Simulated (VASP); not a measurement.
# BaTe in VASP: further runs

Runs on BaTe. Level: PBE. Tasks: single point.

Program: VASP 6.6.1. These are calculated values, not measurements. Logs are shortened: lines on timing, memory, paths and dates and some standing lists are left out, and cuts for length are marked.

## 1. The cell of the first run

The typed cell holds 4 atoms: a = 6.041 Å, b = 6.041 Å, c = 4.272 Å, α = 90.00°, β = 90.00°, γ = 90.00°.

## 2. Single point, PBE (38.98 Å³/atom)

Input file INCAR:

```
SYSTEM = BaTe
  PREC = Accurate
  ENCUT = 520
  EDIFF = 1E-7
  ISMEAR = 0
  SIGMA = 0.05
  LREAL = .False.
  LASPH = .True.
  NELM = 100
  ALGO = Normal
  ISIF = 2
  LWAVE = .False.
  LCHARG = .True.
  GGA = PE
  LELF = .True.
  LVHAR = .True.
  NBANDS = 24
```

Input file KPOINTS:

```
regular mesh
0
Gamma
  6 6 8
  0 0 0
```

Input file POSCAR:

```
BaTe
1.0
    6.0411862040      0.0000000000      0.0000000000
    0.0000000000      6.0411862040      0.0000000000
    0.0000000000      0.0000000000      4.2717338854
Ba Te
2 2
Direct
    0.5000000000      0.0000000000      0.4999515426
    0.0000000000      0.5000000000      0.5000484574
    0.0000000000      0.0000000000      0.0000000000
    0.5000000000      0.5000000000      0.0000000000
```

Potentials or basis: VASP PAW PBE potentials, release 64 (Ba_sv, Te).

Started as:

```bash
$ cat potpaw_PBE.64/Ba_sv/POTCAR potpaw_PBE.64/Te/POTCAR > POTCAR
$ mpirun -np 1 vasp_std > vasp.out
```

OUTCAR:

```text
SYSTEM = BaTe
   PREC = Accurate
   ENCUT = 520
   EDIFF = 1E-7
   ISMEAR = 0
   LREAL = .False.
   LASPH = .True.
   NELM = 100
   ISIF = 2
   GGA = PE

 ion  position               nearest neighbor table
   1  0.500  0.000  0.500-   3 3.70   4 3.70   4 3.70   3 3.70   4 3.70   3 3.70   3 3.70   4 3.70
                             2 4.27   2 4.27   2 4.27   2 4.27
   2  0.000  0.500  0.500-   3 3.70   4 3.70   3 3.70   4 3.70   3 3.70   3 3.70   4 3.70   4 3.70
                             1 4.27   1 4.27   1 4.27   1 4.27
   3  0.000  0.000  0.000-   1 3.70   2 3.70   2 3.70   1 3.70   2 3.70   2 3.70   1 3.70   1 3.70

   4  0.500  0.500  0.000-   1 3.70   2 3.70   1 3.70   2 3.70   2 3.70   1 3.70   2 3.70   1 3.70

  LATTYP: Found a simple tetragonal cell.
 ALAT       =     6.0411862040
 C/A-ratio  =     0.7071018408

  Lattice vectors:

 A1 = (   6.0411862040,   0.0000000000,   0.0000000000)
 A2 = (   0.0000000000,   6.0411862040,   0.0000000000)
 A3 = (   0.0000000000,   0.0000000000,   4.2717338854)

Analysis of symmetry for initial positions (statically):
=====================================================================
 Subroutine PRICEL returns:
 Original cell was already a primitive cell.

 Routine SETGRP: Setting up the symmetry group for a
 simple tetragonal supercell.

 Subroutine GETGRP returns: Found 16 space group operations
 (whereof  8 operations were pure point group operations)
 out of a pool of 16 trial point group operations.

The static configuration has the point symmetry D_2d.
 The point group associated with its full space group is D_4h.

Analysis of symmetry for dynamics (positions and initial velocities):
=====================================================================
 Subroutine PRICEL returns:
 Original cell was already a primitive cell.

 Routine SETGRP: Setting up the symmetry group for a
 simple tetragonal supercell.

 Subroutine GETGRP returns: Found 16 space group operations
 (whereof  8 operations were pure point group operations)
 out of a pool of 16 trial point group operations.

The dynamic configuration has the point symmetry D_2d.
 The point group associated with its full space group is D_4h.

 Subroutine INISYM returns: Found 16 space group operations
 (whereof  8 operations are pure point group operations),
 and found     1 'primitive' translations

----------------------------------------------------------------------------------------

                                     Primitive cell

  volume of cell :     155.9009

  direct lattice vectors                    reciprocal lattice vectors
     6.041186204  0.000000000  0.000000000     0.165530405  0.000000000  0.000000000
     0.000000000  6.041186204  0.000000000     0.000000000  0.165530405  0.000000000
     0.000000000  0.000000000  4.271733885     0.000000000  0.000000000  0.234096980

  length of vectors
     6.041186204  6.041186204  4.271733885     0.165530405  0.165530405  0.234096980

  position of ions in fractional coordinates (direct lattice)
     0.500000000  0.000000000  0.499951543
     0.000000000  0.500000000  0.500048457
     0.000000000  0.000000000  0.000000000
     0.500000000  0.500000000  0.000000000

  ion indices of the primitive-cell ions
   primitive index   ion index
                 1           1
                 2           2
                 3           3
                 4           4

----------------------------------------------------------------------------------------

 KPOINTS: regular mesh

Automatic generation of k-mesh.
 Grid dimensions read from file:
 generate k-points for:    6    6    8

 Generating k-lattice:

  Cartesian coordinates                     Fractional coordinates (reciprocal lattice)
     0.027588401  0.000000000  0.000000000     0.166666667  0.000000000  0.000000000
     0.000000000  0.027588401  0.000000000     0.000000000  0.166666667  0.000000000
     0.000000000  0.000000000  0.029262122     0.000000000  0.000000000  0.125000000

  Length of vectors
     0.027588401  0.027588401  0.029262122

  Shift w.r.t. Gamma in fractional coordinates (k-lattice)
     0.000000000  0.000000000  0.000000000

 Subroutine IBZKPT returns following result:
 ===========================================

 Found     50 irreducible k-points:

 Following reciprocal coordinates:
            Coordinates               Weight
  0.000000  0.000000  0.000000      1.000000
  0.166667  0.000000  0.000000      4.000000
  0.333333  0.000000  0.000000      4.000000
  0.500000  0.000000  0.000000      2.000000
  0.166667  0.166667  0.000000      4.000000
  0.333333  0.166667  0.000000      8.000000
[... 16 lines left out ...]
  0.333333  0.000000  0.250000      8.000000
  0.500000  0.000000  0.250000      4.000000
 [... further k-points ...]
   k-points           NKPTS =     50   k-points in BZ     NKDIM =     50   number of bands    NBANDS=     24
   number of dos      NEDOS =    301   number of ions     NIONS =      4
   total plane-waves  NPLWV =  73728
   dimension x,y,z NGX =    48 NGY =   48 NGZ =   32
   dimension x,y,z NGXF=    96 NGYF=   96 NGZF=   64
   ions per type =               2   2
   NGX,Y,Z   is equivalent  to a cutoff of  13.21, 13.21, 12.45 a.u.
   NGXF,Y,Z  is equivalent  to a cutoff of  26.42, 26.42, 24.91 a.u.
 SYSTEM =  BaTe
   PREC   = accura    normal or accurate (medium, high low for compatibility)
   ISTART =      0    job   : 0-new  1-cont  2-samecut
   ICHARG =      2    charge: 1-file 2-atom 10-const
   ISPIN  =      1    spin polarized calculation?
   LNONCOLLINEAR =      F non collinear calculations
   LSORBIT =      F    spin-orbit coupling
   LASPH  =      T    aspherical Exc in radial PAW
   ENCUT  =  520.0 eV  38.22 Ry    6.18 a.u.  11.23 11.23  7.94*2*pi/ulx,y,z
   NELM   =    100;   NELMIN=  2; NELMDL= -5     # of ELM steps
   EDIFF  = 0.1E-06   stopping-criterion for ELM
   LREAL  =      F    real-space projection
   EDIFFG = 0.1E-05   stopping-criterion for IOM
   NSW    =      0    number of steps for IOM
   IBRION =     -1    ionic relax: 0-MD 1-quasi-New 2-CG
   NFREE  =      0    steps in history (QN), initial steepest desc. (CG)
   ISIF   =      2    stress and relaxation
   ISYM   =      2    0-nonsym 1-usesym 2-fastsym
   POTIM  = 0.5000    time-step for ionic-motion
   TEBEG  =    0.0;   TEEND  =   0.0 temperature during run
   PSTRESS=    0.0 pullay stress
   NELECT =      32.0000    total number of electrons
   NUPDOWN=      -1.0000    fix difference up-down
   EMIN   =  10.00;   EMAX   =-10.00  energy-range for DOS
   EFERMI =   0.00;   METHOD = LEGACY
   ISMEAR =     0;   SIGMA  =   0.05  broadening in eV -4-tet -1-fermi 0-gaus
   EFERMI_NEDOS =   21; number of points for ismear=-14 and -15
   IALGO  =     38    algorithm
   IMIX   =      4    mixing-type and parameters
     AMIX     =   0.40;   BMIX     =  1.00
     AMIX_MAG =   1.60;   BMIX_MAG =  1.00
  volume/ion in A,a.u.               =      38.98       263.02
  Fermi-wavevector in a.u.,A,eV,Ry     =   0.965699  1.824907 12.688457  0.932575
  Thomas-Fermi vector in A             =   2.095438
   LORBIT       =      0    0 simple, 1 ext, 2 COOP (PROOUT), +10 PAW based schemes
   GGA     = PE    functional components
   LHFCALC =     F    Hartree Fock is set to
   AEXX    =    0.0000 exact exchange contribution
   IVDW    =     0    specifies the selected vdW correction
   LEPSILON=     F    determine dielectric tensor
   LRPA    =     F    only Hartree local field effects (RPA)
 non-spin polarized calculation
 Gauss-broadening in eV      SIGMA  =   0.05
  energy-cutoff  :      520.00
  volume of cell :      155.90
 maximum number of plane-waves:      4264
 NGX is ok and might be reduce to    48
   NGX = 23   NGY = 23   NGZ = 15

 number of electron      32.0000000 magnetization

 Free energy of the ion-electron system (eV)
  ---------------------------------------------------
  ext. energy  EPLUGINS =         0.00000000
  ---------------------------------------------------
  free energy    TOTEN  =       -16.58609099 eV

  energy without entropy =      -16.58609099  energy(sigma->0) =      -16.58609099

 E-fermi :   4.0595     XC(G=0):  -8.7570

 val. band max:        3.7589037418   @ k =   0.0000   0.0000   0.0000
 cond. band min:       4.5614950819   @ k =   0.0000   0.0000   0.0000
 fundamental gap:      0.8025913401
 Fermi energy:         4.0594914132

 k-point     1 :       0.0000    0.0000    0.0000
  band No.  band energies     occupation
      1     -24.3787      2.00000
      2     -24.3297      2.00000
      3      -9.7521      2.00000
      4      -9.7521      2.00000
      5      -9.4126      2.00000
      6      -9.4126      2.00000
[... 16 lines left out ...]
     23       6.6693      0.00000
     24       8.2790      0.00000

 k-point     2 :       0.1667    0.0000    0.0000
  band No.  band energies     occupation
      1     -24.3753      2.00000
      2     -24.3329      2.00000
      3      -9.7510      2.00000
      4      -9.7302      2.00000
      5      -9.4631      2.00000
      6      -9.4363      2.00000
[... 16 lines left out ...]
     23       7.0647      0.00000
     24       8.1221      0.00000

 k-point     3 :       0.3333    0.0000    0.0000
  band No.  band energies     occupation
      1     -24.3663      2.00000
      2     -24.3418      2.00000
      3      -9.7341      2.00000
      4      -9.6700      2.00000
      5      -9.5741      2.00000
      6      -9.5004      2.00000
[... 16 lines left out ...]
     23       7.7496      0.00000
     24       7.9892      0.00000
[... 514 lines left out ...]
 k-point    23 :       0.3333    0.0000    0.2500
  band No.  band energies     occupation
      1     -24.3540      2.00000
      2     -24.3302      2.00000
      3      -9.6808      2.00000
      4      -9.6524      2.00000
      5      -9.6351      2.00000
      6      -9.5358      2.00000
[... 16 lines left out ...]
     23       8.1570      0.00000
     24       8.3895      0.00000

 k-point    24 :       0.5000    0.0000    0.2500
  band No.  band energies     occupation
      1     -24.3420      2.00000
      2     -24.3420      2.00000
      3      -9.6412      2.00000
      4      -9.6412      2.00000
      5      -9.5548      2.00000
      6      -9.5548      2.00000
[... 16 lines left out ...]
     23       8.5421      0.00000
     24       8.5421      0.00000

 [... further k-points ...]

------------------------ aborting loop because EDIFF is reached ----------------------------------------

  FORCE on cell =-STRESS in cart. coord.  units (eV):
  Direction    XX          YY          ZZ          XY          YZ          ZX
  --------------------------------------------------------------------------------------
  -------------------------------------------------------------------------------------
  Total       -0.1740174     -0.1740174     -0.1649930      0.0000000      0.0000000      0.0000000
  in kB       -1.7883586     -1.7883586     -1.6956157      0.0000000      0.0000000      0.0000000
  external PRESSURE =      -1.7574443 kB  Pullay stress =       0.0000000 kB

 VOLUME and BASIS-vectors are now :
 -----------------------------------------------------------------------------
  energy-cutoff  :      520.00
  volume of cell :      155.90
      direct lattice vectors                 reciprocal lattice vectors
     6.041186204  0.000000000  0.000000000     0.165530405  0.000000000  0.000000000
     0.000000000  6.041186204  0.000000000     0.000000000  0.165530405  0.000000000
     0.000000000  0.000000000  4.271733885     0.000000000  0.000000000  0.234096980

 POSITION                                       TOTAL-FORCE (eV/Angst)
 -----------------------------------------------------------------------------------
      3.02059      0.00000      2.13566        -0.000000      0.000000      0.000029
      0.00000      3.02059      2.13607        -0.000000      0.000000     -0.000029
      0.00000      0.00000      0.00000         0.000000     -0.000000      0.000000
      3.02059      3.02059      0.00000         0.000000      0.000000      0.000000
 -----------------------------------------------------------------------------------
    total drift:                                0.000000      0.000000      0.000000

  FREE ENERGIE OF THE ION-ELECTRON SYSTEM (eV)
  ---------------------------------------------------
  free  energy   TOTEN  =       -16.5860909852 eV

  energy  without entropy=      -16.5860909852  energy(sigma->0) =      -16.58609099
```

It took 81 s on 1 thread of Intel Xeon 6975P-C (Granite Rapids), shared host; peak memory 0.36 GiB.

What came out:

```
Free energy            : -16.5861 eV
Pressure               : -0.2 GPa
Band gap on the k mesh : 0.80 eV
```

Caveat: spin-orbit coupling is left out, which moves the levels of the heavy elements. A k mesh can miss the band edges.

## 3. Single point, PBE (39.74 Å³/atom)

This run uses another cell than the first one, of 39.74 Å³/atom.

Input file INCAR:

```
SYSTEM = BaTe
ALGO = Normal
EDIFF = 1E-7
ENCUT = 520
GGA = PE
ISIF = 2
ISMEAR = 0
LASPH = .True.
LCHARG = .False.
LREAL = .False.
LWAVE = .False.
NBANDS = 24
NELM = 60
PREC = Accurate
SIGMA = 0.05
```

Input file KPOINTS:

```
k-points
0
Gamma
  6 6 8
  0 0 0
```

Input file POSCAR:

```
BaTe
1.0
    6.0804157850      0.0000000000      0.0000000000
    0.0000000000      6.0804157850      0.0000000000
    0.0000000000      0.0000000000      4.2994731943
Ba Te
2 2
Direct
    0.5000000000      0.0000000000      0.4999515426
    0.0000000000      0.5000000000      0.5000484574
    0.0000000000      0.0000000000      0.0000000000
    0.5000000000      0.5000000000      0.0000000000
```

Potentials or basis: VASP PAW PBE potentials, release 64 (Ba_sv, Te).

Started as:

```bash
$ cat potpaw_PBE.64/Ba_sv/POTCAR potpaw_PBE.64/Te/POTCAR > POTCAR
$ mpirun -np 1 vasp_std > vasp.out
```

Run time: 86 s. Hardware: 1 thread of Intel Xeon 6975P-C (Granite Rapids), shared host; peak memory 0.37 GiB.

It converged, with:

```yaml
Free_energy: -16.5772 eV
Pressure: -0.8 GPa
Band_gap_on_the_k_mesh: 0.85 eV
```

Levels at points of the mesh, in eV from the valence-band top:
```tsv
k point	band 13	band 14	band 15	band 16	band 17	band 18	band 19	band 20
(0.00, 0.00, 0.00)	-0.38	-0.38	-0.38	0.00	0.85	0.85	1.01	2.23
(0.50, 0.00, 0.00)	-1.51	-1.51	-0.54	-0.54	1.80	1.80	3.01	3.01
(0.50, 0.50, 0.00)	-0.83	-0.83	-0.83	-0.83	1.61	1.61	4.81	4.81
(0.00, 0.00, 0.50)	-2.79	-2.79	-0.83	-0.83	1.61	4.65	4.65	4.65
(0.50, 0.00, 0.50)	-2.01	-2.01	-1.19	-1.19	2.53	2.53	2.63	2.63
(0.50, 0.50, 0.50)	-2.00	-2.00	0.00	0.00	1.01	1.01	2.48	2.48
```

Caveat: spin-orbit coupling is left out, which moves the levels of the heavy elements.
